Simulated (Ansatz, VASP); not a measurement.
Ca in VASP and in Ansatz

Contents of INCAR:

```
SYSTEM = Ca
ALGO = Fast ; EDIFF = 1E-7
EDIFFG = -0.01 ; ENCUT = 600
GGA = PE ; IBRION = 2
ISIF = 3 ; ISMEAR = 0
LASPH = .True. ; LCHARG = .False.
LREAL = .False. ; LWAVE = .False.
NELM = 80 ; NSW = 100
PREC = Accurate ; SIGMA = 0.1
```

File KPOINTS:

```
k-points
0
Gamma
  18 18 18
  0 0 0
```

File POSCAR:

```
Ca
1.0
   -2.2562550726      2.2562550726      2.0524114846
    2.2562550726     -2.2562550726      2.0524114846
    2.2562550726      2.2562550726     -2.0524114846
Ca
1
Direct
    0.0000000000      0.0000000000      0.0000000000
```

Input for Ansatz:

```yaml
crystal:
  lattice:
    - [-2.2562550726, 2.2562550726, 2.0524114846]
    - [2.2562550726, -2.2562550726, 2.0524114846]
    - [2.2562550726, 2.2562550726, -2.0524114846]
  atoms:
    - { symbol: Ca, position: [0.0, 0.0, 0.0] }
basis:
  ecutwfc: 420
kpoints:
  mp_grid: { grid: [18, 18, 18] }
hamiltonian:
  xc: pbe
scf:
  occupations: { method: gaussian, width: 0.1 }
output:
  forces: true
  stress: true
  eigenvalues: true
  write_density: true
  write_potential: true
  elf: true
  volumetric_format: npy
relax:
  adjacent_minimum: "off"
  f_tol: 0.01
  max_steps: 80
  cell: { stress_tol: 0.05 }
```

Alike in both runs: task relaxation of cell and atoms; functional PBE; k mesh 18 × 18 × 18; occupations gaussian, width 0.1 eV; no spin polarisation.

```csv
,VASP,Ansatz
version,VASP 6.6.1,Ansatz 0.2.0
potentials or method,"VASP PAW PBE potentials, release 64 (Ca_sv), cutoff 600 eV","scalar-relativistic, plane waves, PAW"
valence electrons in the cell,10,10
```

VASP gave:

```
gap on the k mesh at the Fermi level, each at its own relaxed structure (eV) : none
relaxed volume (Å³/atom)                                                     : 42.17
relaxed cell length with the largest relative difference (Å)                 : 3.803
```

Q: Which values does Ansatz return?

A: gap on the k mesh at the Fermi level, each at its own relaxed structure (eV): none; relaxed volume (Å³/atom): 42.08; relaxed cell length with the largest relative difference (Å): 3.799.

A gap of «none» marks a metal or a gap that the smearing closes.
